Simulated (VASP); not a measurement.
Runs of VASP 6.6.1 on Mo. The structure is that of space group P6/mmm (No. 191), or close to it. The cells are those of the table. 

```csv
cell,gap on the mesh (eV),pressure (GPa)
"a = 2.717, b = 2.717, c = 2.538 Å, angles 90.0, 90.0, 120.0°, 1 atom",none,(a)
"a = 2.736, b = 2.736, c = 2.555 Å, angles 90.0, 90.0, 120.0°, 1 atom",none,-10.7
"a = 2.789, b = 2.789, c = 2.605 Å, angles 90.0, 90.0, 120.0°, 1 atom",none,(b)
"a = 2.699, b = 2.699, c = 2.521 Å, angles 90.0, 90.0, 120.0°, 1 atom",none,-2.0
"a = 2.754, b = 2.754, c = 2.572 Å, angles 90.0, 90.0, 120.0°, 1 atom",none,-14.5
```

Alike in all rows: task single point; level PBEsol+D3(BJ); potentials or basis VASP PAW PBE potentials, release 64 (Mo_sv); no spin polarisation; k mesh 12 × 12 × 11; cutoff (eV) 520; smearing methfessel-paxton 0.05 eV.

Question: Fill in the values left out.

Answer: (a) -6.6; (b) -20.8.

Caveats: the PAW data sets were made with another functional, which shifts forces and pressure a little; pairwise dispersion overbinds metals, which lowers pressure and volume.

A k mesh can miss the band edges, and the runs leave out spin-orbit coupling on Mo.

A gap of «none» marks levels without a gap at the run's occupations.
